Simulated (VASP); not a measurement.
A run of VASP 6.6.1:

INCAR

```
SYSTEM = LiMg3
PREC = Accurate
ENCUT = 520
EDIFF = 1E-7
ISMEAR = 1
SIGMA = 0.1
LREAL = .FALSE.
LASPH = .TRUE.
NELM = 80
ALGO = Normal
ISIF = 2
LWAVE = .FALSE.
LCHARG = .FALSE.
GGA = B5
ALDAX = 1.0
AGGAX = 1.0
AGGAC = 1.0
ALDAC = 0.0
IVDW = 12
VDW_S6 = 1.0
VDW_S8 = 2.6996
VDW_A1 = 0.4298
VDW_A2 = 4.2359
NBANDS = 12
```

File KPOINTS:

```
Automatic mesh
0
G
  6 6 6
  0 0 0
```

The input POSCAR:

```
LiMg3
1.0
    4.7535873800      0.0000000000      0.0000000000
    2.3767936900      4.1167274302      0.0000000000
    2.3767936900      1.3722424767      3.8812878429
Li Mg
1 3
Direct
    0.5000000000      0.5000000000      0.5000000000
    0.0000000000      0.0000000000      0.0000000000
    0.2500000000      0.2500000000      0.2500000000
    0.7500000000      0.7500000000      0.7500000000
```

Potentials or basis: VASP PAW PBE potentials, release 64 (Li_sv, Mg).

Command:

```bash
$ cat potpaw_PBE.64/Li_sv/POTCAR potpaw_PBE.64/Mg/POTCAR > POTCAR
$ mpirun -np 1 vasp_std > vasp.out
```

Hardware: 1 thread of Intel(R) Xeon(R) Platinum 8375C CPU @ 2.90GHz (Ice Lake) (shared host).

Problem. Estimate the wall time of this run.

Solution. It took 27 s on 1 thread of Intel(R) Xeon(R) Platinum 8375C CPU @ 2.90GHz (Ice Lake) (shared host), peak memory 0.21 GiB. Counts: scf iterations 13, k points 16.
